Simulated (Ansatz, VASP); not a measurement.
Two plane-wave programs on B

```xyz
12
Lattice="3.5287 -5.8241 0.0000 3.5287 5.8241 0.0000 0.0000 0.0000 2.8280" Properties=species:S:1:pos:R:3 pbc="T T T"
B     0.8460    0.4639    2.1210
B     0.8460   -0.4639    0.7070
B     6.2115    0.4639    2.1210
B     6.2115   -0.4639    0.7070
B     5.7178    2.0499    2.1210
B     5.7178   -2.0499    0.7070
B     1.3397    2.0499    2.1210
B     1.3397   -2.0499    0.7070
B     4.3414   -2.9872    0.7070
B     4.3414    2.9872    2.1210
B     2.7161   -2.9872    0.7070
B     2.7161    2.9872    2.1210
```

Alike in both runs: task relaxation of cell and atoms; functional PBE; k mesh 4 × 4 × 6; occupations gaussian, width 0.1 eV; no spin polarisation.

|  | VASP | Ansatz |
| --- | --- | --- |
| version | VASP 6.6.1 | Ansatz 0.2.0 |
| potentials or method | VASP PAW PBE potentials, release 64 (B), cutoff 600 eV | scalar-relativistic, plane waves, PAW |
| valence electrons in the cell | 36 | 36 |

|  | VASP | Ansatz | Ansatz less VASP |
| --- | --- | --- | --- |
| gap on the k mesh at the Fermi level, each at its own relaxed structure (eV) | none | none | - |
| relaxed volume (Å³/atom) | 8.81 | 8.41 | -0.399 |
| relaxed length of the cell vector where the two differ most in proportion (Å) | 2.987 | 2.784 | -0.2029 |

A gap of «none» marks a metal or a gap that the smearing closes. One of these differences is far larger than is usual between the two programs; its cause wasn't traced.

The k mesh is coarse, so the values compare programs but aren't converged.
